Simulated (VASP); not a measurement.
C, 4 atoms in the cell. The structure is monoclinic, space group C2/c (No. 15). Conventional cell: a = 2.467 Å, b = 4.272 Å, c = 8.474 Å, α = 90.00°, β = 92.58°, γ = 90.00°. Within 1.9 Å of C (site symmetry 2) lie 3 C at 1.42 Å. Within 1.9 Å of C (site symmetry 2) lie 3 C at 1.42 Å.  This cell differs from its parent crystal: shear of c along a, cell held: +4.5 %.

* Program: VASP 6.6.1
* Task: relaxation of the atoms
* Functional: PBE
* Potentials or basis: VASP PAW PBE potentials, release 64 (C)
* Cutoff: 520 eV
* k mesh: 24 × 24 × 6
* Occupations: gaussian, width 0.1 eV
* Spin: no spin polarisation
* Dipole correction: no
* Further INCAR settings: ALGO = Normal; EDIFF = 1e-07; IBRION = 2; EDIFFG = -0.008; NSW = 60

Potentials or basis: VASP PAW PBE potentials, release 64 (C).

Run with:

```bash
$ cat potpaw_PBE.64/C/POTCAR > POTCAR
$ mpirun -np 1 vasp_std > vasp.out
```

Hardware: 1 × NVIDIA H100 80GB with 1 thread of AMD EPYC 7R13 Processor (Zen 3), with other jobs on the host.

**Question.** How long does it take, and how much memory?

**Answer.** It took 10 min on 1 × NVIDIA H100 80GB with 1 thread of AMD EPYC 7R13 Processor (Zen 3), on a shared host, peak memory 1.5 GiB. Counts: scf iterations 14, k points 914, ion steps 1.
